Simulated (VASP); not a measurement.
# TiC18 in VASP: single point with PBE

Aim: the single point of TiC18 with PBE.

All numbers are computed with VASP 6.6.1; they aren't measurements. Logs are shortened: lines on timing, memory, paths and dates and some standing lists are left out, and cuts for length are marked.

### Step 1. The cell of the first run

The cell holds a slab with vacuum, 19 atoms: a = 7.380 Å, b = 7.380 Å, c = 14.000 Å, α = 90.00°, β = 90.00°, γ = 120.00°.

### Step 2. Single point, PBE, collinear spin, ferromagnetic start

File INCAR:

```
SYSTEM = TiC18
  PREC = Accurate
  ENCUT = 520
  EDIFF = 1E-7
  ISMEAR = -1
  SIGMA = 0.05
  LREAL = Auto
  LASPH = .TRUE.
  NELM = 150
  ALGO = Normal
  ISIF = 2
  LWAVE = .FALSE.
  LCHARG = .FALSE.
  ISPIN = 2
  MAGMOM = 0 0 0 0 0 0 0 0 0 0 0 0 0 0 0 0 0 0 3
  LORBIT = 11
  LMAXMIX = 4
  GGA = PE
  NBANDS = 61
```

File KPOINTS:

```
regular mesh
0
G
  1 1 1
  0 0 0
```

File POSCAR:

```
TiC18
1.0
    7.3800000000      0.0000000000      0.0000000000
   -3.6900000000      6.3912674800      0.0000000000
    0.0000000000      0.0000000000     14.0000000000
C Ti
18 1
Direct
    0.1111111100      0.2222222200      0.4000000000
    0.2222222200      0.1111111100      0.4000000000
    0.1111111100      0.5555555600      0.4000000000
    0.2222222200      0.4444444400      0.4000000000
    0.1111111100      0.8888888900      0.4000000000
    0.2222222200      0.7777777800      0.4000000000
    0.4444444400      0.2222222200      0.4000000000
    0.5555555600      0.1111111100      0.4000000000
    0.4444444400      0.5555555600      0.4000000000
    0.5555555600      0.4444444400      0.4000000000
    0.4444444400      0.8888888900      0.4000000000
    0.5555555600      0.7777777800      0.4000000000
    0.7777777800      0.2222222200      0.4000000000
    0.8888888900      0.1111111100      0.4000000000
    0.7777777800      0.5555555600      0.4000000000
    0.8888888900      0.4444444400      0.4000000000
    0.7777777800      0.8888888900      0.4000000000
    0.8888888900      0.7777777800      0.4000000000
    0.0000000000      0.0000000000      0.5285714300
```

Potentials or basis: VASP PAW PBE potentials, release 64 (C, Ti_sv).

On the command line:

```bash
$ cat potpaw_PBE.64/C/POTCAR potpaw_PBE.64/Ti_sv/POTCAR > POTCAR
$ mpirun -np 1 vasp_gam > vasp.out
```

OUTCAR:

```text
SYSTEM = TiC18
   PREC = Accurate
   ENCUT = 520
   EDIFF = 1E-7
   ISMEAR = -1
   LREAL = Auto
   LASPH = .TRUE.
   NELM = 150
   ISIF = 2
   ISPIN = 2
   LORBIT = 11
   GGA = PE

 ion  position               nearest neighbor table
   1  0.111  0.222  0.400-   2 1.42  14 1.42   4 1.42  19 2.29
   2  0.222  0.111  0.400-   1 1.42   7 1.42   5 1.42  19 2.29
   3  0.111  0.556  0.400-  16 1.42   6 1.42   4 1.42
   4  0.222  0.444  0.400-   9 1.42   1 1.42   3 1.42
   5  0.111  0.889  0.400-   6 1.42  18 1.42   2 1.42  19 2.29
   6  0.222  0.778  0.400-   5 1.42  11 1.42   3 1.42
   7  0.444  0.222  0.400-   2 1.42  10 1.42   8 1.42
   8  0.556  0.111  0.400-  13 1.42  11 1.42   7 1.42
   9  0.444  0.556  0.400-   4 1.42  12 1.42  10 1.42
  10  0.556  0.444  0.400-  15 1.42   7 1.42   9 1.42
  11  0.444  0.889  0.400-   6 1.42   8 1.42  12 1.42
  12  0.556  0.778  0.400-  17 1.42   9 1.42  11 1.42
  13  0.778  0.222  0.400-  14 1.42   8 1.42  16 1.42
  14  0.889  0.111  0.400-  13 1.42   1 1.42  17 1.42  19 2.29
  15  0.778  0.556  0.400-  10 1.42  18 1.42  16 1.42
  16  0.889  0.444  0.400-   3 1.42  13 1.42  15 1.42
  17  0.778  0.889  0.400-  18 1.42  12 1.42  14 1.42  19 2.29
  18  0.889  0.778  0.400-  17 1.42   5 1.42  15 1.42  19 2.29
  19  0.000  0.000  0.529-   2 2.29  17 2.29  14 2.29   5 2.29   1 2.29  18 2.29

  LATTYP: Found a hexagonal cell.
 ALAT       =     7.3800000000
 C/A-ratio  =     1.8970189702

  Lattice vectors:

 A1 = (   7.3800000000,   0.0000000000,   0.0000000000)
 A2 = (  -3.6900000000,   6.3912674800,   0.0000000000)
 A3 = (   0.0000000000,   0.0000000000,  14.0000000000)

Analysis of symmetry for initial positions (statically):
=====================================================================
 Subroutine PRICEL returns:
 Original cell was already a primitive cell.

 Routine SETGRP: Setting up the symmetry group for a
 hexagonal supercell.

 Subroutine GETGRP returns: Found 12 space group operations
 (whereof 12 operations were pure point group operations)
 out of a pool of 24 trial point group operations.

The static configuration has the point symmetry C_6v.

Analysis of symmetry for dynamics (positions and initial velocities):
=====================================================================
 Subroutine PRICEL returns:
 Original cell was already a primitive cell.

 Routine SETGRP: Setting up the symmetry group for a
 hexagonal supercell.

 Subroutine GETGRP returns: Found 12 space group operations
 (whereof 12 operations were pure point group operations)
 out of a pool of 24 trial point group operations.

The dynamic configuration has the point symmetry C_6v.

Analysis of structural, dynamic, and magnetic symmetry:
=====================================================================
 Subroutine PRICEL returns:
 Original cell was already a primitive cell.

 Routine SETGRP: Setting up the symmetry group for a
 hexagonal supercell.

 Subroutine GETGRP returns: Found 12 space group operations
 (whereof 12 operations were pure point group operations)
 out of a pool of 24 trial point group operations.

The overall configuration has the point symmetry C_6v.

 Subroutine INISYM returns: Found 12 space group operations
 (whereof 12 operations are pure point group operations),
 and found     1 'primitive' translations

----------------------------------------------------------------------------------------

                                     Primitive cell

  volume of cell :     660.3458

  direct lattice vectors                    reciprocal lattice vectors
     7.380000000  0.000000000  0.000000000     0.135501355  0.078231744  0.000000000
    -3.690000000  6.391267480  0.000000000     0.000000000  0.156463488  0.000000000
     0.000000000  0.000000000 14.000000000     0.000000000  0.000000000  0.071428571

  length of vectors
     7.380000000  7.380000000 14.000000000     0.156463488  0.156463488  0.071428571

  position of ions in fractional coordinates (direct lattice)
     0.111111110  0.222222220  0.400000000
     0.222222220  0.111111110  0.400000000
     0.111111110  0.555555560  0.400000000
     0.222222220  0.444444440  0.400000000
     0.111111110  0.888888890  0.400000000
     0.222222220  0.777777780  0.400000000
[... 11 lines left out ...]
     0.888888890  0.777777780  0.400000000
     0.000000000  0.000000000  0.528571430

  ion indices of the primitive-cell ions
   primitive index   ion index
                 1           1
                 2           2
                 3           3
                 4           4
                 5           5
                 6           6
[... 11 lines left out ...]
                18          18
                19          19

----------------------------------------------------------------------------------------

 KPOINTS: regular mesh

Automatic generation of k-mesh.
 Grid dimensions read from file:
 generate k-points for:    1    1    1

 Generating k-lattice:

  Cartesian coordinates                     Fractional coordinates (reciprocal lattice)
     0.135501355  0.078231744  0.000000000     1.000000000  0.000000000  0.000000000
     0.000000000  0.156463488  0.000000000     0.000000000  1.000000000  0.000000000
     0.000000000  0.000000000  0.071428571     0.000000000  0.000000000  1.000000000

  Length of vectors
     0.156463488  0.156463488  0.071428571

  Shift w.r.t. Gamma in fractional coordinates (k-lattice)
     0.000000000  0.000000000  0.000000000

 Subroutine IBZKPT returns following result:
 ===========================================

 Found      1 irreducible k-points:

 Following reciprocal coordinates:
            Coordinates               Weight
  0.000000  0.000000  0.000000      1.000000
   k-points           NKPTS =      1   k-points in BZ     NKDIM =      1   number of bands    NBANDS=     61
   number of dos      NEDOS =    301   number of ions     NIONS =     19
   total plane-waves  NPLWV = 338688
   dimension x,y,z NGX =    56 NGY =   56 NGZ =  108
   dimension x,y,z NGXF=   112 NGYF=  112 NGZF=  216
   ions per type =              18   1
   NGX,Y,Z   is equivalent  to a cutoff of  12.61, 12.61, 12.82 a.u.
   NGXF,Y,Z  is equivalent  to a cutoff of  25.23, 25.23, 25.65 a.u.
 SYSTEM =  TiC18
   PREC   = accura    normal or accurate (medium, high low for compatibility)
   ISTART =      0    job   : 0-new  1-cont  2-samecut
   ICHARG =      2    charge: 1-file 2-atom 10-const
   ISPIN  =      2    spin polarized calculation?
   LNONCOLLINEAR =      F non collinear calculations
   LSORBIT =      F    spin-orbit coupling
   LASPH  =      T    aspherical Exc in radial PAW
   ENCUT  =  520.0 eV  38.22 Ry    6.18 a.u.  13.72 13.72 26.03*2*pi/ulx,y,z
   NELM   =    150;   NELMIN=  2; NELMDL= -5     # of ELM steps
   EDIFF  = 0.1E-06   stopping-criterion for ELM
   LREAL  =      T    real-space projection
   EDIFFG = 0.1E-05   stopping-criterion for IOM
   NSW    =      0    number of steps for IOM
   IBRION =     -1    ionic relax: 0-MD 1-quasi-New 2-CG
   NFREE  =      0    steps in history (QN), initial steepest desc. (CG)
   ISIF   =      2    stress and relaxation
   ISYM   =      2    0-nonsym 1-usesym 2-fastsym
   POTIM  = 0.5000    time-step for ionic-motion
   TEBEG  =    0.0;   TEEND  =   0.0 temperature during run
   PSTRESS=    0.0 pullay stress
   NELECT =      84.0000    total number of electrons
   NUPDOWN=      -1.0000    fix difference up-down
   EMIN   =  10.00;   EMAX   =-10.00  energy-range for DOS
   EFERMI =   0.00;   METHOD = LEGACY
   ISMEAR =    -1;   SIGMA  =   0.05  broadening in eV -4-tet -1-fermi 0-gaus
   EFERMI_NEDOS =   21; number of points for ismear=-14 and -15
   IALGO  =     38    algorithm
   IMIX   =      4    mixing-type and parameters
     AMIX     =   0.40;   BMIX     =  1.00
     AMIX_MAG =   1.60;   BMIX_MAG =  1.00
  volume/ion in A,a.u.               =      34.76       234.54
  Fermi-wavevector in a.u.,A,eV,Ry     =   0.823337  1.555881  9.223162  0.677883
  Thomas-Fermi vector in A             =   1.934829
   LORBIT       =     11    0 simple, 1 ext, 2 COOP (PROOUT), +10 PAW based schemes
   GGA     = PE    functional components
   LHFCALC =     F    Hartree Fock is set to
   AEXX    =    0.0000 exact exchange contribution
   IVDW    =     0    specifies the selected vdW correction
   LEPSILON=     F    determine dielectric tensor
   LRPA    =     F    only Hartree local field effects (RPA)
 spin polarized calculation
  energy-cutoff  :      520.00
  volume of cell :      660.35
 maximum number of plane-waves:      8928
 NGX is ok and might be reduce to    54
   NGX = 27   NGY = 27   NGZ = 53

 number of electron      84.0000011 magnetization      -0.0077889

 number of electron      84.0000011 magnetization       0.0349408

 Free energy of the ion-electron system (eV)
  ---------------------------------------------------
  ext. energy  EPLUGINS =         0.00000000
  ---------------------------------------------------
  free energy    TOTEN  =      -168.08307796 eV

  energy without entropy =     -168.05580090  energy(sigma->0) =     -168.06943943

 E-fermi :  -1.1222     XC(G=0):  -3.5308

 val. band max:       -1.3528511753   @ k =   0.0000   0.0000   0.0000
 cond. band min:      -0.9649705169   @ k =   0.0000   0.0000   0.0000
 fundamental gap:      0.3878806585
 Fermi energy:        -1.1221511447

 spin component 1

 k-point     1 :       0.0000    0.0000    0.0000
  band No.  band energies     occupation
      1     -58.1008      1.00000
      2     -34.8777      1.00000
      3     -34.2940      1.00000
      4     -34.2940      1.00000
      5     -20.2765      1.00000
      6     -17.9009      1.00000
[... 46 lines left out ...]
     53       3.4914      0.00000
     54       4.0389      0.00000
 Fermi energy:        -1.1221511447

 spin component 2

 k-point     1 :       0.0000    0.0000    0.0000
  band No.  band energies     occupation
      1     -58.0593      1.00000
      2     -34.8415      1.00000
      3     -34.2491      1.00000
      4     -34.2491      1.00000
      5     -20.2796      1.00000
      6     -17.9036      1.00000
[... 46 lines left out ...]
     53       3.5449      0.00000
     54       4.0303      0.00000
 [bands above 54 left out]

------------------------ aborting loop because EDIFF is reached ----------------------------------------

  FORCE on cell =-STRESS in cart. coord.  units (eV):
  Direction    XX          YY          ZZ          XY          YZ          ZX
  --------------------------------------------------------------------------------------
  -------------------------------------------------------------------------------------
  Total       12.1143193     12.1143193     -5.8579592     -0.0000000      0.0000000      0.0000000
  in kB       29.3926138     29.3926138    -14.2129927     -0.0000000      0.0000000      0.0000000
  external PRESSURE =      14.8574116 kB  Pullay stress =       0.0000000 kB

 VOLUME and BASIS-vectors are now :
 -----------------------------------------------------------------------------
  energy-cutoff  :      520.00
  volume of cell :      660.35
      direct lattice vectors                 reciprocal lattice vectors
     7.380000000  0.000000000  0.000000000     0.135501355  0.078231744  0.000000000
    -3.690000000  6.391267480  0.000000000     0.000000000  0.156463488  0.000000000
     0.000000000  0.000000000 14.000000000     0.000000000  0.000000000  0.071428571

 POSITION                                       TOTAL-FORCE (eV/Angst)
 -----------------------------------------------------------------------------------
      0.00000      1.42028      5.60000         0.000000     -0.069847      0.293334
      1.23000      0.71014      5.60000        -0.060490     -0.034924      0.293334
     -1.23000      3.55070      5.60000        -0.129391     -0.074704     -0.123272
      0.00000      2.84056      5.60000         0.000000      0.595214      0.350286
     -2.46000      5.68113      5.60000        -0.060490      0.034924      0.293334
     -1.23000      4.97099      5.60000         0.515471     -0.297607      0.350286
[... 11 lines left out ...]
      3.69000      4.97099      5.60000         0.000000      0.069847      0.293334
      0.00000      0.00000      7.40000         0.000000      0.000000     -3.122084
 -----------------------------------------------------------------------------------
    total drift:                                0.000000      0.000000      0.009473

  FREE ENERGIE OF THE ION-ELECTRON SYSTEM (eV)
  ---------------------------------------------------
  free  energy   TOTEN  =      -168.0830779629 eV

  energy  without entropy=     -168.0558009005  energy(sigma->0) =     -168.06943943

 total charge

# of ion       s       p       d       tot
------------------------------------------
    1        0.849   1.840   0.000   2.689
    2        0.849   1.840   0.000   2.689
    3        0.849   1.818   0.000   2.667
    4        0.850   1.814   0.000   2.664
    5        0.849   1.840   0.000   2.689
    6        0.850   1.814   0.000   2.664
[... 11 lines left out ...]
   18        0.849   1.840   0.000   2.689
   19        2.094   6.005   2.253  10.352
--------------------------------------------------
tot         17.387  38.833   2.253  58.474

 magnetization (x)

# of ion       s       p       d       tot
------------------------------------------
    1       -0.000  -0.001   0.000  -0.001
    2       -0.000  -0.001   0.000  -0.001
    3       -0.000  -0.001   0.000  -0.001
    4       -0.000  -0.002   0.000  -0.002
    5       -0.000  -0.001   0.000  -0.001
    6       -0.000  -0.002   0.000  -0.002
[... 11 lines left out ...]
   18       -0.000  -0.001   0.000  -0.001
   19        0.003   0.001   0.041   0.045
--------------------------------------------------
tot          0.002  -0.025   0.041   0.018
```

It used 310 s of CPU time on 1 thread of AMD EPYC 7R13 Processor (Zen 3), on a shared host.

Results:

```yaml
Free_energy: -168.0831 eV
Largest_force: 3.122 eV/Å
Band_gap_on_the_k_mesh: 0.39 eV
Net_moment: 0.03 μB per cell
Site_moments: C -0.00; Ti +0.04 μB
Valence_electrons_inside_the_program's_atomic_spheres: C 2.69, 2.67, 2.66; Ti 10.35
```

Forces on the atoms (eV/Å):
```
C    0.000 -0.070  0.293
C   -0.060 -0.035  0.293
C   -0.129 -0.075 -0.123
C    0.000  0.595  0.350
C   -0.060  0.035  0.293
C    0.515 -0.298  0.350
C    0.515  0.298  0.350
C    0.000 -0.149 -0.123
C    0.129 -0.075 -0.123
C   -0.129  0.075 -0.123
C    0.000  0.149 -0.123
C   -0.515 -0.298  0.350
C   -0.515  0.298  0.350
C    0.060 -0.035  0.293
C    0.000 -0.595  0.350
C    0.129  0.075 -0.123
C    0.060  0.035  0.293
C    0.000  0.070  0.293
Ti   0.000  0.000 -3.122
```

Caveat: the k points lie up to 0.98 Å⁻¹ apart.
